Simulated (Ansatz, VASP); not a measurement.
Zn: VASP beside Ansatz

```xyz
1
Lattice="2.5827 0.0000 0.0000 0.0000 2.5827 0.0000 0.0000 0.0000 2.5827" Properties=species:S:1:pos:R:3 pbc="T T T"
Zn    0.0000    0.0000    0.0000
```

Alike in both runs: functional r2SCAN; k mesh 20 × 20 × 20; occupations gaussian, width 0.1 eV; no spin polarisation.

Ansatz relaxed the structure, and its values are those at the end. VASP's run is a single point on that final structure, the one shown.

|  | VASP | Ansatz |
| --- | --- | --- |
| version | VASP 6.6.1 | Ansatz 0.2.0 |
| potentials or method | VASP PAW PBE potentials, release 64 (Zn), cutoff 520 eV | scalar-relativistic, plane waves, PAW |
| valence electrons in the cell | 12 | 12 |

VASP gave:

- gap on the k mesh at the Fermi level (eV): none
- pressure (GPa): 0.2

What did Ansatz give for the same quantities?

gap on the k mesh at the Fermi level (eV): none; pressure (GPa): 0.0.

VASP's potentials were made for PBE, not for r2SCAN. A gap of «none» marks a metal or a gap that the smearing closes.
